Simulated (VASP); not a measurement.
# AlGa2N2 (P4/mmm) in VASP: notebook, part 2 of 2

VASP 6.6.1. The steps go on from the part before.

## Step 3: Single point, PBE, collinear spin, ferromagnetic start

INCAR reads:

```
ALGO = Normal ; EDIFF = 1E-6
ENCUT = 520 ; GGA = PE
ISIF = 2 ; ISMEAR = 0
ISPIN = 2 ; LASPH = True
LCHARG = False ; LORBIT = 11
LREAL = False ; LWAVE = False
MAGMOM = 0 0 0 1 1 ; NBANDS = 32
NELM = 150 ; PREC = Accurate
SIGMA = 0.1
```

KPOINTS reads:

```
k-points
0
Gamma
  6 6 4
```

POSCAR reads:

```
AlGa2N2
1.0
    3.4076416400      0.0000000000      0.0000000000
    0.0000000000      3.4076416400      0.0000000000
    0.0000000000      0.0000000000      6.7809704700
Al Ga N
1 2 2
Direct
    0.5000000000      0.5000000000      0.0000000000
    0.5000000000      0.5000000000      0.7083414700
    0.5000000000      0.5000000000      0.2916585300
    0.0000000000      0.5000000000      0.5000000000
    0.5000000000      0.0000000000      0.5000000000
```

Potentials or basis: VASP PAW PBE potentials, release 64 (Al, Ga_d, N).

The run is started by

```sh
$ cat potpaw_PBE.64/Al/POTCAR potpaw_PBE.64/Ga_d/POTCAR potpaw_PBE.64/N/POTCAR > POTCAR
$ mpirun -np 1 vasp_std > vasp.out
```

OUTCAR:

```text
EDIFF = 1E-6
   ENCUT = 520
   GGA = PE
   ISIF = 2
   ISMEAR = 0
   ISPIN = 2
   LASPH = True
   LORBIT = 11
   LREAL = False
   NELM = 150
   PREC = Accurate

 ion  position               nearest neighbor table
   1  0.500  0.500  0.000-   2 1.98   3 1.98
   2  0.500  0.500  0.708-   1 1.98   4 2.21   5 2.21   5 2.21   4 2.21   3 2.83
   3  0.500  0.500  0.292-   1 1.98   4 2.21   5 2.21   5 2.21   4 2.21   2 2.83
   4  0.000  0.500  0.500-   2 2.21   3 2.21   2 2.21   3 2.21
   5  0.500  0.000  0.500-   2 2.21   3 2.21   2 2.21   3 2.21

  LATTYP: Found a simple tetragonal cell.
 ALAT       =     3.4076416400
 C/A-ratio  =     1.9899306284

  Lattice vectors:

 A1 = (   3.4076416400,   0.0000000000,   0.0000000000)
 A2 = (   0.0000000000,   3.4076416400,   0.0000000000)
 A3 = (   0.0000000000,   0.0000000000,   6.7809704700)

Analysis of symmetry for initial positions (statically):
=====================================================================
[... 1849 lines left out ...]
  -------------------------------------------------------------------------------------
  Total       -4.4849030     -4.4849030     26.9091066      0.0000000      0.0000000      0.0000000
  in kB      -91.2565308    -91.2565308    547.5328441      0.0000000      0.0000000      0.0000000
  external PRESSURE =     121.6732609 kB  Pullay stress =       0.0000000 kB

 VOLUME and BASIS-vectors are now :
 -----------------------------------------------------------------------------
  energy-cutoff  :      520.00
  volume of cell :       78.74
      direct lattice vectors                 reciprocal lattice vectors
     3.407641640  0.000000000  0.000000000     0.293458088  0.000000000  0.000000000
     0.000000000  3.407641640  0.000000000     0.000000000  0.293458088  0.000000000
     0.000000000  0.000000000  6.780970470     0.000000000  0.000000000  0.147471517

 POSITION                                       TOTAL-FORCE (eV/Angst)
 -----------------------------------------------------------------------------------
      1.70382      1.70382      0.00000        -0.000000     -0.000000      0.000000
      1.70382      1.70382      4.80324        -0.000000      0.000000     -8.992093
      1.70382      1.70382      1.97773         0.000000      0.000000      8.992093
      0.00000      1.70382      3.39049        -0.000000     -0.000000      0.000000
      1.70382      0.00000      3.39049        -0.000000     -0.000000      0.000000
 -----------------------------------------------------------------------------------
    total drift:                                0.000000      0.000000      0.000000

  FREE ENERGIE OF THE ION-ELECTRON SYSTEM (eV)
  ---------------------------------------------------
  free  energy   TOTEN  =       -18.3399835821 eV

  energy  without entropy=      -18.3241485610  energy(sigma->0) =      -18.33206607

 total charge

# of ion       s       p       d       tot
------------------------------------------
    1        0.507   0.494   0.000   1.002
    2        0.949   0.767  10.039  11.755
    3        0.949   0.767  10.039  11.755
    4        1.335   2.143   0.000   3.478
    5        1.335   2.143   0.000   3.478
--------------------------------------------------
tot          5.075   6.315  20.078  31.468

 magnetization (x)

# of ion       s       p       d       tot
------------------------------------------
    1        0.000  -0.000   0.000  -0.000
    2        0.000   0.000  -0.000   0.000
    3        0.000   0.000  -0.000   0.000
    4       -0.000  -0.000   0.000  -0.000
    5       -0.000  -0.000   0.000  -0.000
--------------------------------------------------
tot          0.000  -0.001  -0.000  -0.001
```

Wall time 7.3 min (1 thread of AMD EPYC 7R13, shared host); peak memory 0.25 GiB.

What came out:

```
Free energy                                           : -18.3400 eV
Pressure                                              : 12.2 GPa
Largest force                                         : 8.992 eV/Å
Net moment                                            : 0.00 μB per cell
Valence electrons inside the program's atomic spheres : Al 1.00; Ga 11.76; N 3.48
```

Forces in eV/Å, atoms in the order of the input:
```
Al   0.000  0.000  0.000
Ga   0.000  0.000 -8.992
Ga   0.000  0.000  8.992
N    0.000  0.000  0.000
N    0.000  0.000  0.000
```

Levels at points of the mesh, in eV from the Fermi level:
Spin up:
```
           k point  band 16  band 17  band 18  band 19  band 20  band 21  band 22  band 23
(0.00, 0.00, 0.00)    -3.77    -1.71    -0.45     1.12     1.47     1.47     4.23     4.23
(0.50, 0.00, 0.00)    -3.32    -2.41    -2.35    -0.82    -0.73    -0.69     3.30     4.15
(0.50, 0.50, 0.00)    -3.78    -3.28    -3.28    -0.77    -0.77     1.77     2.68     3.42
(0.00, 0.00, 0.50)    -3.76    -3.76    -0.46     1.48     1.48     3.48     3.48     3.85
(0.50, 0.00, 0.50)    -2.71    -2.43    -2.40    -0.96    -0.80    -0.69     1.39     4.30
(0.50, 0.50, 0.50)    -3.55    -3.55    -2.23     0.39     0.39     1.77     2.44     2.44
```
Spin down:
```csv
k point,band 17,band 18,band 19,band 20,band 21,band 22
"(0.00, 0.00, 0.00)",-1.71,-0.45,1.12,1.47,1.47,4.23
"(0.50, 0.00, 0.00)",-2.42,-2.35,-0.82,-0.73,-0.69,3.30
"(0.50, 0.50, 0.00)",-3.28,-3.28,-0.77,-0.77,1.77,2.68
"(0.00, 0.00, 0.50)",-3.76,-0.46,1.48,1.48,3.48,3.48
"(0.50, 0.00, 0.50)",-2.44,-2.40,-0.96,-0.80,-0.69,1.39
"(0.50, 0.50, 0.50)",-3.55,-2.23,0.39,0.39,1.77,2.44
```

Caveat: the stress differs along the axes, from -9 to 55 GPa; forces of over 1 eV/Å act on the atoms, so gaps and moduli don't describe the material at rest.
